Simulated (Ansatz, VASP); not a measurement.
**One calculation of Cu, two programs**

```
CELL_PARAMETERS angstrom
0.00000 1.75920 1.75920
1.75920 0.00000 1.75920
1.75920 1.75920 0.00000
ATOMIC_POSITIONS crystal
Cu 0.00000 0.00000 0.00000
```

Alike in both runs: functional LDA; k mesh 18 × 18 × 18; occupations gaussian, width 0.1 eV; no spin polarisation.

Ansatz relaxed the structure, and its values are those at the end. VASP's run is a single point on that final structure, the one shown.

```csv
,VASP,Ansatz
version,VASP 6.6.1,Ansatz 0.2.0
potentials or method,"VASP PAW LDA potentials, release 64 (Cu), cutoff 520 eV","scalar-relativistic, plane waves, PAW"
valence electrons in the cell,11,19
```

VASP gave:

```
gap on the k mesh at the Fermi level (eV) : none
pressure (GPa)                            : 0.9
```

Task: What did Ansatz give for the same quantities?

Result: gap on the k mesh at the Fermi level (eV): none; pressure (GPa): 0.0.

Ansatz warns that its potentials were made for another functional, while VASP's fit it. LDA's correlation is that of Perdew and Zunger in VASP and of Perdew and Wang (1992) in Ansatz. A gap of «none» marks a metal or a gap that the smearing closes. VASP's potentials hold 11 valence electrons a cell and Ansatz's 19, so a difference there can come from the potentials and not from the codes.
